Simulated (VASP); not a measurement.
**AlO2: single point with PBE**

The system is AlO2.

```
Al O
1.0
     1.48816   -5.40283    0.00000
     1.48816    5.40283    0.00000
     0.00000    0.00000    3.64661
Al O
2 4
Cartesian
  1.4882 1.8168 0.9117
  1.4882 -1.8168 2.7350
  1.4882 -2.2240 0.9117
  1.4882 2.2240 2.7350
  1.4882 -4.7429 0.9117
  1.4882 4.7429 2.7350
```

```
Program                : VASP 6.6.1
Task                   : single point
Functional             : PBE
Potentials or basis    : VASP PAW PBE potentials, release 64 (Al, O)
Cutoff                 : 520 eV
k mesh                 : 12 × 12 × 10
Occupations            : gaussian, width 0.1 eV
Spin                   : no spin polarisation
Dipole correction      : no
Further INCAR settings : ALGO = Normal; EDIFF = 1e-06; NBANDS = 24
```

| Property | Result |
| --- | --- |
| Pressure | -1.3 GPa |
| Largest force | 0.716 eV/Å |
| Band gap on the k mesh | zero (bands 15 and 16 overlap by 0.57 eV) |

Forces on the atoms (eV/Å):
```
Al   0.000 -0.210  0.000
Al   0.000  0.210  0.000
O    0.000  0.082  0.000
O    0.000 -0.082  0.000
O    0.000 -0.716  0.000
O    0.000  0.716  0.000
```

Stress tensor (GPa, compression positive):
```
-1.88  0.00  0.00
 0.00 -2.02  0.00
 0.00  0.00  0.02
```

Levels at points of the mesh, in eV from the Fermi level:
```tsv
k point	band 13	band 14	band 15	band 16	band 17	band 18
(0.00, 0.00, 0.00)	-1.34	-0.48	0.05	0.09	5.93	8.44
(0.50, 0.00, 0.00)	-1.80	-1.08	-0.54	-0.05	9.88	10.01
(0.50, 0.50, 0.00)	-1.53	-1.49	-0.48	0.00	7.41	7.60
(0.00, 0.00, 0.50)	-1.05	-1.05	-0.20	-0.20	8.71	8.71
(0.50, 0.00, 0.50)	-1.28	-1.28	0.18	0.18	10.26	10.26
(0.50, 0.50, 0.50)	-1.69	-1.69	0.36	0.36	8.91	8.91
```

Wall time 4.9 min on 1 thread of AMD EPYC 9R45 96-Core Processor (Zen 5), with other jobs on the host, peak memory 0.37 GiB.
